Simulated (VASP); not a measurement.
# CsLiCr2Te2S3 (R32) in VASP: notebook

CsLiCr2Te2S3 is run at these levels: PBE; tasks: single point.

Everything below comes from runs of VASP 6.6.1. Logs are shortened: lines on timing, memory, paths and dates and some standing lists are left out, and cuts for length are marked.

## (1) The cell of the first run

The structure is trigonal, space group R32 (No. 155). Conventional cell: a = 6.560 Å, b = 6.560 Å, c = 19.036 Å, α = 90.00°, β = 90.00°, γ = 120.00°. Within 5.0 Å of Cs (site symmetry 32) lie 6 Te at 3.79 Å and 6 S at 3.80 Å and 8 Cr at 3.90 to 4.51 Å and 6 Li at 4.94 Å. Li (site symmetry 32) has 3 S at 2.38 Å and 2 Te at 3.19 Å within 3.2 Å. Within 2.9 Å of Cr (site symmetry 3) lie 3 S at 2.22 Å and 1 Te at 2.43 Å. Te (site symmetry 3) has 1 Cr at 2.43 Å and 1 Li at 3.19 Å within 3.2 Å. Within 2.9 Å of S (site symmetry 2) lie 2 Cr at 2.22 Å and 1 Li at 2.38 Å.

## (2) Single point, PBE, collinear spin, ferromagnetic start

INCAR reads:

```
ALGO = Normal ; EDIFF = 1E-7
ENCUT = 520 ; GGA = PE
ISIF = 2 ; ISMEAR = -1
ISPIN = 2 ; LASPH = T
LCHARG = F ; LMAXMIX = 4
LORBIT = 11 ; LREAL = F
LWAVE = F ; MAGMOM = 0 0 3 3 0 0 0 0 0
NBANDS = 47 ; NELM = 150
PREC = Accurate ; SIGMA = 0.05
```

KPOINTS reads:

```
k-points
0
Gamma
  4 4 4
```

POSCAR reads:

```
CsLiCr2Te2S3
1.0
    3.2798514923      1.8936216047      6.3454855277
   -3.2798514923      1.8936216047      6.3454855277
    0.0000000000     -3.7872478211      6.3454841515
Cs Li Cr Te S
1 1 2 2 3
Direct
    0.0000000000      0.0000000000      0.0000000000
    0.5000000000      0.5000000000      0.5000000000
    0.7951278062      0.7951278062      0.7951278062
    0.2048721938      0.2048721938      0.2048721938
    0.6675867087      0.6675867087      0.6675867087
    0.3324132913      0.3324132913      0.3324132913
    0.1372320481      0.8627679519      0.5000000000
    0.5000000000      0.1372320481      0.8627679519
    0.8627679519      0.5000000000      0.1372320481
```

Potentials or basis: VASP PAW PBE potentials, release 64 (Cs_sv, Li_sv, Cr_pv, Te, S).

Command:

```sh
$ cat potpaw_PBE.64/Cs_sv/POTCAR potpaw_PBE.64/Li_sv/POTCAR potpaw_PBE.64/Cr_pv/POTCAR potpaw_PBE.64/Te/POTCAR potpaw_PBE.64/S/POTCAR > POTCAR
$ mpirun -np 1 vasp_std > vasp.out
```

OUTCAR:

```text
EDIFF = 1E-7
   ENCUT = 520
   GGA = PE
   ISIF = 2
   ISMEAR = -1
   ISPIN = 2
   LASPH = T
   LORBIT = 11
   LREAL = F
   NELM = 150
   PREC = Accurate

 ion  position               nearest neighbor table
   1  0.000  0.000  0.000-
   2  0.500  0.500  0.500-   8 2.38   9 2.38   7 2.38
   3  0.795  0.795  0.795-   7 2.22   9 2.22   8 2.22   5 2.43
   4  0.205  0.205  0.205-   7 2.22   8 2.22   9 2.22   6 2.43
   5  0.668  0.668  0.668-   3 2.43
   6  0.332  0.332  0.332-   4 2.43
   7  0.137  0.863  0.500-   3 2.22   4 2.22   2 2.38
   8  0.500  0.137  0.863-   4 2.22   3 2.22   2 2.38
   9  0.863  0.500  0.137-   3 2.22   4 2.22   2 2.38

  LATTYP: Found a trigonal (rhomboedric) cell.
 ALAT       =     7.3897506843
 COS(alpha) =     0.6060158209

  Lattice vectors:

 A1 = (   3.2798514923,   1.8936216047,   6.3454855277)
 A2 = (  -3.2798514923,   1.8936216047,   6.3454855277)
 A3 = (   0.0000000000,  -3.7872478211,   6.3454841515)

Analysis of symmetry for initial positions (statically):
=====================================================================
 Subroutine PRICEL returns:
 Original cell was already a primitive cell.

 Routine SETGRP: Setting up the symmetry group for a
 trigonal (rhombohedral) supercell.

 Subroutine GETGRP returns: Found  6 space group operations
 (whereof  6 operations were pure point group operations)
 out of a pool of 12 trial point group operations.

The static configuration has the point symmetry D_3 .

Analysis of symmetry for dynamics (positions and initial velocities):
=====================================================================
 Subroutine PRICEL returns:
 Original cell was already a primitive cell.

 Routine SETGRP: Setting up the symmetry group for a
 trigonal (rhombohedral) supercell.

 Subroutine GETGRP returns: Found  6 space group operations
 (whereof  6 operations were pure point group operations)
 out of a pool of 12 trial point group operations.

The dynamic configuration has the point symmetry D_3 .

Analysis of structural, dynamic, and magnetic symmetry:
=====================================================================
 Subroutine PRICEL returns:
 Original cell was already a primitive cell.

 Routine SETGRP: Setting up the symmetry group for a
 trigonal (rhombohedral) supercell.

 Subroutine GETGRP returns: Found  6 space group operations
 (whereof  6 operations were pure point group operations)
 out of a pool of 12 trial point group operations.

The overall configuration has the point symmetry D_3 .

 Subroutine INISYM returns: Found  6 space group operations
 (whereof  6 operations are pure point group operations),
 and found     1 'primitive' translations

----------------------------------------------------------------------------------------

                                     Primitive cell

  volume of cell :     236.4633

  direct lattice vectors                    reciprocal lattice vectors
     3.279851492  1.893621605  6.345485528     0.152445927  0.088014684  0.052530810
    -3.279851492  1.893621605  6.345485528    -0.152445927  0.088014684  0.052530810
     0.000000000 -3.787247821  6.345484152     0.000000000 -0.176029406  0.052530746

  length of vectors
     7.389750684  7.389750684  7.389750684     0.183700384  0.183700384  0.183700384

  position of ions in fractional coordinates (direct lattice)
     0.000000000  0.000000000  0.000000000
     0.500000000  0.500000000  0.500000000
     0.795127806  0.795127806  0.795127806
     0.204872194  0.204872194  0.204872194
     0.667586709  0.667586709  0.667586709
     0.332413291  0.332413291  0.332413291
     0.137232048  0.862767952  0.500000000
     0.500000000  0.137232048  0.862767952
     0.862767952  0.500000000  0.137232048

  ion indices of the primitive-cell ions
   primitive index   ion index
                 1           1
                 2           2
                 3           3
                 4           4
                 5           5
                 6           6
                 7           7
                 8           8
                 9           9

----------------------------------------------------------------------------------------

 KPOINTS: k-points

Automatic generation of k-mesh.
 Grid dimensions read from file:
 generate k-points for:    4    4    4

 Generating k-lattice:

  Cartesian coordinates                     Fractional coordinates (reciprocal lattice)
     0.038111482  0.022003671  0.013132702     0.250000000  0.000000000  0.000000000
    -0.038111482  0.022003671  0.013132702     0.000000000  0.250000000  0.000000000
     0.000000000 -0.044007352  0.013132686    -0.000000000 -0.000000000  0.250000000

  Length of vectors
     0.045925096  0.045925096  0.045925096

  Shift w.r.t. Gamma in fractional coordinates (k-lattice)
     0.000000000  0.000000000  0.000000000

 Subroutine IBZKPT returns following result:
 ===========================================

 Found     13 irreducible k-points:

 Following reciprocal coordinates:
            Coordinates               Weight
  0.000000  0.000000  0.000000      1.000000
  0.250000 -0.000000  0.000000      6.000000
  0.500000 -0.000000  0.000000      3.000000
  0.250000  0.250000  0.000000      6.000000
  0.500000  0.250000  0.000000     12.000000
 -0.250000  0.250000  0.000000      6.000000
  0.500000  0.500000  0.000000      3.000000
  0.250000  0.250000  0.250000      2.000000
  0.500000  0.250000  0.250000      6.000000
 -0.250000  0.250000  0.250000      6.000000
  0.500000  0.500000  0.250000      6.000000
 -0.250000  0.500000  0.250000      6.000000
  0.500000  0.500000  0.500000      1.000000
   k-points           NKPTS =     13   k-points in BZ     NKDIM =     13   number of bands    NBANDS=     47
   number of dos      NEDOS =    301   number of ions     NIONS =      9
   total plane-waves  NPLWV = 175616
   dimension x,y,z NGX =    56 NGY =   56 NGZ =   56
   dimension x,y,z NGXF=   112 NGYF=  112 NGZF=  112
   ions per type =               1   1   2   2   3
   NGX,Y,Z   is equivalent  to a cutoff of  12.60, 12.60, 12.60 a.u.
   NGXF,Y,Z  is equivalent  to a cutoff of  25.20, 25.20, 25.20 a.u.
 SYSTEM =  unknown system
   PREC   = accura    normal or accurate (medium, high low for compatibility)
   ISTART =      0    job   : 0-new  1-cont  2-samecut
   ICHARG =      2    charge: 1-file 2-atom 10-const
   ISPIN  =      2    spin polarized calculation?
   LNONCOLLINEAR =      F non collinear calculations
   LSORBIT =      F    spin-orbit coupling
   LASPH  =      T    aspherical Exc in radial PAW
   ENCUT  =  520.0 eV  38.22 Ry    6.18 a.u.  13.74 13.74 13.74*2*pi/ulx,y,z
   NELM   =    150;   NELMIN=  2; NELMDL= -5     # of ELM steps
   EDIFF  = 0.1E-06   stopping-criterion for ELM
   LREAL  =      F    real-space projection
   EDIFFG = 0.1E-05   stopping-criterion for IOM
   NSW    =      0    number of steps for IOM
   IBRION =     -1    ionic relax: 0-MD 1-quasi-New 2-CG
   NFREE  =      0    steps in history (QN), initial steepest desc. (CG)
   ISIF   =      2    stress and relaxation
   ISYM   =      2    0-nonsym 1-usesym 2-fastsym
   POTIM  = 0.5000    time-step for ionic-motion
   TEBEG  =    0.0;   TEEND  =   0.0 temperature during run
   PSTRESS=    0.0 pullay stress
   NELECT =      66.0000    total number of electrons
   NUPDOWN=      -1.0000    fix difference up-down
   EMIN   =  10.00;   EMAX   =-10.00  energy-range for DOS
   EFERMI =   0.00;   METHOD = LEGACY
   ISMEAR =    -1;   SIGMA  =   0.05  broadening in eV -4-tet -1-fermi 0-gaus
   EFERMI_NEDOS =   21; number of points for ismear=-14 and -15
   IALGO  =     38    algorithm
   IMIX   =      4    mixing-type and parameters
     AMIX     =   0.40;   BMIX     =  1.00
     AMIX_MAG =   1.60;   BMIX_MAG =  1.00
  volume/ion in A,a.u.               =      26.27       177.30
  Fermi-wavevector in a.u.,A,eV,Ry     =   1.069880  2.021779 15.573802  1.144642
  Thomas-Fermi vector in A             =   2.205572
   LORBIT       =     11    0 simple, 1 ext, 2 COOP (PROOUT), +10 PAW based schemes
   GGA     = PE    functional components
   LHFCALC =     F    Hartree Fock is set to
   AEXX    =    0.0000 exact exchange contribution
   IVDW    =     0    specifies the selected vdW correction
   LEPSILON=     F    determine dielectric tensor
   LRPA    =     F    only Hartree local field effects (RPA)
 spin polarized calculation
  energy-cutoff  :      520.00
  volume of cell :      236.46
 maximum number of plane-waves:      6398
 NGX is ok and might be reduce to    56
   NGX = 27   NGY = 27   NGZ = 27

 number of electron      65.9999993 magnetization       4.0046614

 Free energy of the ion-electron system (eV)
  ---------------------------------------------------
  ext. energy  EPLUGINS =         0.00000000
  ---------------------------------------------------
  free energy    TOTEN  =       -45.54537624 eV

  energy without entropy =      -45.52024953  energy(sigma->0) =      -45.53281288

 E-fermi :   3.7405     XC(G=0):  -8.9147

 val. band max:        3.7121946343   @ k =   0.2500  -0.0000   0.0000
 cond. band min:       3.7812259271   @ k =   0.5000   0.5000   0.0000
 fundamental gap:      0.0690312928
 Fermi energy:         3.7405479891

 spin component 1

 k-point     1 :       0.0000    0.0000    0.0000
  band No.  band energies     occupation
      1     -42.1414      1.00000
      2     -40.5805      1.00000
      3     -40.5805      1.00000
      4     -40.5775      1.00000
      5     -40.5775      1.00000
      6     -40.4716      1.00000
[... 37 lines left out ...]
     44       8.8639      0.00000
     45       8.8639      0.00000
[... 534 lines left out ...]
      4     -40.5775      1.00000
      5     -40.5775      1.00000
      6     -40.4716      1.00000
[... 37 lines left out ...]
     44       8.8358      0.00000
     45       9.1768      0.00000
 Fermi energy:         3.7405479891

 spin component 2

 k-point     1 :       0.0000    0.0000    0.0000
  band No.  band energies     occupation
      1     -42.1311      1.00000
      2     -38.3855      1.00000
      3     -38.3846      1.00000
      4     -38.1703      1.00000
      5     -38.1703      1.00000
      6     -38.1663      1.00000
[... 37 lines left out ...]
     44       8.9280      0.00000
     45       8.9280      0.00000
[... 534 lines left out ...]
      4     -38.1703      1.00000
      5     -38.1703      1.00000
      6     -38.1663      1.00000
[... 37 lines left out ...]
     44       9.0294      0.00000
     45       9.1255      0.00000
 [bands above 45 left out]

------------------------ aborting loop because EDIFF is reached ----------------------------------------

  FORCE on cell =-STRESS in cart. coord.  units (eV):
  Direction    XX          YY          ZZ          XY          YZ          ZX
  --------------------------------------------------------------------------------------
  -------------------------------------------------------------------------------------
  Total        2.9761466      2.9761466      2.8453954      0.0000000      0.0000000      0.0000000
  in kB       20.1651333     20.1651333     19.2792176      0.0000000      0.0000002      0.0000000
  external PRESSURE =      19.8698281 kB  Pullay stress =       0.0000000 kB

 VOLUME and BASIS-vectors are now :
 -----------------------------------------------------------------------------
  energy-cutoff  :      520.00
  volume of cell :      236.46
      direct lattice vectors                 reciprocal lattice vectors
     3.279851492  1.893621605  6.345485528     0.152445927  0.088014684  0.052530810
    -3.279851492  1.893621605  6.345485528    -0.152445927  0.088014684  0.052530810
     0.000000000 -3.787247821  6.345484152     0.000000000 -0.176029406  0.052530746

 POSITION                                       TOTAL-FORCE (eV/Angst)
 -----------------------------------------------------------------------------------
      0.00000      0.00000      0.00000         0.000000     -0.000000     -0.000000
      0.00000     -0.00000      9.51823         0.000000     -0.000000     -0.000000
      0.00000     -0.00000     15.13641         0.000000      0.000000     -0.010056
      0.00000     -0.00000      3.90004         0.000000     -0.000000      0.010056
      0.00000     -0.00000     12.70848         0.000000     -0.000000      0.001749
      0.00000     -0.00000      6.32797         0.000000      0.000000     -0.001749
     -2.37965     -0.00000      9.51823        -0.001736     -0.000000     -0.000000
      1.18983     -2.06084      9.51823         0.000868     -0.001504     -0.000000
      1.18983      2.06084      9.51823         0.000868      0.001504      0.000000
 -----------------------------------------------------------------------------------
    total drift:                                0.000000     -0.000000      0.000000

  FREE ENERGIE OF THE ION-ELECTRON SYSTEM (eV)
  ---------------------------------------------------
  free  energy   TOTEN  =       -45.5453762366 eV

  energy  without entropy=      -45.5202495298  energy(sigma->0) =      -45.53281288

 total charge

# of ion       s       p       d       tot
------------------------------------------
    1        1.836   4.698   0.047   6.582
    2        2.019   0.050   0.000   2.069
    3        0.349   6.300   4.189  10.839
    4        0.349   6.300   4.189  10.839
    5        1.386   1.997   0.022   3.406
    6        1.386   1.997   0.022   3.406
    7        1.333   2.424   0.000   3.757
    8        1.333   2.424   0.000   3.757
    9        1.333   2.424   0.000   3.757
--------------------------------------------------
tot         11.323  28.617   8.471  48.410

 magnetization (x)

# of ion       s       p       d       tot
------------------------------------------
    1       -0.000  -0.005  -0.002  -0.008
    2        0.002   0.002   0.000   0.004
    3        0.031   0.027   2.223   2.281
    4        0.031   0.027   2.223   2.281
    5       -0.006  -0.215   0.004  -0.217
    6       -0.006  -0.215   0.004  -0.217
    7       -0.003  -0.076   0.000  -0.079
    8       -0.003  -0.076   0.000  -0.079
    9       -0.003  -0.076   0.000  -0.079
--------------------------------------------------
tot          0.042  -0.606   4.451   3.887
```

It took 6.9 min on 1 thread of Intel Xeon Platinum 8375C at 2.90GHz (Ice Lake), shared host; peak memory 0.71 GiB.

Results:

| Item | Value |
| --- | --- |
| Free energy | -45.5454 eV |
| Largest force | 0.010 eV/Å |
| Band gap on the k mesh | zero (filled and empty bands overlap) |
| Net moment | 4.00 μB per cell |
| Site moments | Cs -0.01; Li +0.00; Cr +2.28; Te -0.22; S -0.08 μB |
| Valence electrons inside the program's atomic spheres | Cs 6.58; Li 2.07; Cr 10.84; Te 3.41; S 3.76 |

Forces on the atoms (eV/Å):
```
Cs   0.000  0.000  0.000
Li   0.000  0.000  0.000
Cr   0.000  0.000 -0.010
Cr   0.000  0.000  0.010
Te   0.000  0.000  0.002
Te   0.000  0.000 -0.002
S   -0.002  0.000  0.000
S    0.001 -0.002  0.000
S    0.001  0.002  0.000
```

Caveat: the cutoff is under 1.25 times the usual one of these potentials, so pressure, stress and relaxed cells hold a basis-set (Pulay) error; spin-orbit coupling is left out, which moves the levels of the heavy elements; only a ferromagnetic start was run, and an antiferromagnetic order may lie lower in energy. With open d or f shells a metallic result of PBE can be an artefact of self-interaction; +U or a hybrid may open a gap.

[end of part 1 of 2]
